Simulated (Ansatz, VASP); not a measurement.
One calculation of AlNi3, two programs

INCAR

```
  PREC = Accurate
  ENCUT = 520
  EDIFF = 1E-7
  ISMEAR = -1
  SIGMA = 0.05
  LREAL = F
  LASPH = T
  NELM = 150
  ALGO = Normal
  ISIF = 2
  LWAVE = F
  LCHARG = F
  ISPIN = 2
  MAGMOM = 1.5 1.5 1.5 0
  LORBIT = 11
  NUPDOWN = 4.5
  LMAXMIX = 4
  GGA = PE
  NBANDS = 28
```

KPOINTS

```
regular mesh
0
Gamma
  6 6 6
```

Contents of POSCAR:

```
AlNi3
1.0
    3.5230547267      0.0000000000      0.0000000000
    0.0000000000      3.5230547267      0.0000000000
    0.0000000000      0.0000000000      3.5230547267
Ni Al
3 1
Direct
    0.5000000000      0.5000000000      0.0000000000
    0.5000000000      0.0000000000      0.5000000000
    0.0000000000      0.5000000000      0.5000000000
    0.0000000000      0.0000000000      0.0000000000
```

Contents of input.yaml:

```yaml
crystal:
  lattice:
    - [3.5230547267, 0.0, 0.0]
    - [0.0, 3.5230547267, 0.0]
    - [0.0, 0.0, 3.5230547267]
  atoms:
    - { symbol: Ni, position: [0.5, 0.5, 0.0], spin: 1.5 }
    - { symbol: Ni, position: [0.5, 0.0, 0.5], spin: 1.5 }
    - { symbol: Ni, position: [0.0, 0.5, 0.5], spin: 1.5 }
    - { symbol: Al, position: [0.0, 0.0, 0.0] }
hamiltonian:
  xc: pbe
  pseudopotentials: { kind: paw }
magnetization:
  spin_polarized: true
  initial_magnetization: 4.5
  spin_locking: { lock_magnetization: hard }
kpoints:
  mp_grid: { grid: [6, 6, 6] }
scf:
  occupations: { method: fermi_dirac, width: 0.05 }
  lower_state_search: "off"
output:
  forces: true
  stress: true
  eigenvalues: true
```

Alike in both runs: task single point; functional PBE; k mesh 6 × 6 × 6; occupations fermi-dirac, width 0.05 eV; collinear spin; fixed moment 4.5 μB.

|  | VASP | Ansatz |
| --- | --- | --- |
| version | VASP 6.6.1 | Ansatz 0.2.0 |
| potentials or method | VASP PAW PBE potentials, release 64 (Ni, Al) | Ansatz PAW |
| plane-wave cutoff (eV) | 520 | 420 |
| valence electrons in the cell | 33 | 57 |

Ansatz gave:

| Property | Result |
| --- | --- |
| pressure (GPa) | 22.5 |
| net moment per atom (μB) | 1.12 |
| size of the moment on the site where the two differ most (μB) | 0.20 |

Task: Which values does VASP return?

Result: Pressure (GPa): 22.4; net moment per atom (μB): 1.12; size of the moment on the site where the two differ most (μB): 0.14.

Site moments also hang on the region over which each program counts them. VASP's potentials hold 33 valence electrons a cell and Ansatz's 57, so a difference there can come from the potentials and not from the codes.
